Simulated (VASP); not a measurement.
The system is Se.

```
Se
1.0
     2.51233    0.00000    0.00000
    -1.25617    2.17574    0.00000
     0.00000    0.00000    4.06998
Se
2
Direct
  0.33333 0.66667 0.25000
  0.66667 0.33333 0.75000
```

- Program: VASP 6.6.1
- Task: relaxation of cell and atoms
- Functional: PBE
- Potentials or basis: VASP PAW PBE potentials, release 64 (Se)
- Cutoff: 600 eV
- k mesh: 19 × 19 × 10
- Occupations: fermi-dirac, width 0.03 eV
- Spin: no spin polarisation

At the start: pressure 165.9 GPa; volume 11.12 Å³/atom.

Problem. How do energy, volume and symmetry change on relaxing?

Solution. Over 28 steps the energy falls by 3120.9 meV/atom and the volume is 22.42 Å³/atom (+101.5 %); space group P6_3/mmc (No. 194, to 0.05 Å).

Step by step:
```tsv
step	energy change (eV)	largest force (eV/Å)	pressure (GPa)	volume (Å³)
1	0.0000	0.0000	165.90	22.25
2	-3.2063	0.0000	-8.27	83.71
3	-5.5413	0.0000	-3.18	42.84
4	-5.5542	0.0000	-2.02	42.00
5	-5.5612	0.0000	-0.11	40.80
6	-5.5603	0.0000	-0.87	41.25
7	-5.6243	0.0000	-0.70	41.19
8	-5.8890	0.0000	1.30	40.71
9	-5.9210	0.0000	16.27	38.26
10	-6.1063	0.0000	7.34	39.65
11	-6.1025	0.0000	9.13	39.36
12	-6.1188	0.0000	8.76	39.66
13	-6.1486	0.0000	7.93	40.53
14	-6.1330	0.0000	6.75	42.15
15	-6.1534	0.0000	7.39	41.29
16	-6.1818	0.0000	5.94	41.88
17	-6.2331	0.0000	2.08	43.66
18	-6.2077	0.0000	-3.55	47.37
19	-6.2418	0.0000	-0.19	44.95
20	-6.2419	0.0000	-0.03	44.85
21	-6.2419	0.0000	0.09	44.78
22	-6.2419	0.0000	0.08	44.78
23	-6.2419	0.0000	0.10	44.77
24	-6.2419	0.0000	0.10	44.77
25	-6.2419	0.0000	0.07	44.78
26	-6.2419	0.0000	0.03	44.81
27	-6.2419	0.0000	-0.05	44.85
28	-6.2419	0.0000	-0.01	44.83
```

Final structure:
```
CELL_PARAMETERS angstrom
3.68509 0.00000 0.00000
-1.84254 3.19138 0.00000
0.00000 0.00000 3.81214
ATOMIC_POSITIONS crystal
Se 0.33333 0.66667 0.25000
Se 0.66667 0.33333 0.75000
```

Caveat: the volume moved by over 15 % at a fixed basis, so the end points are rough.
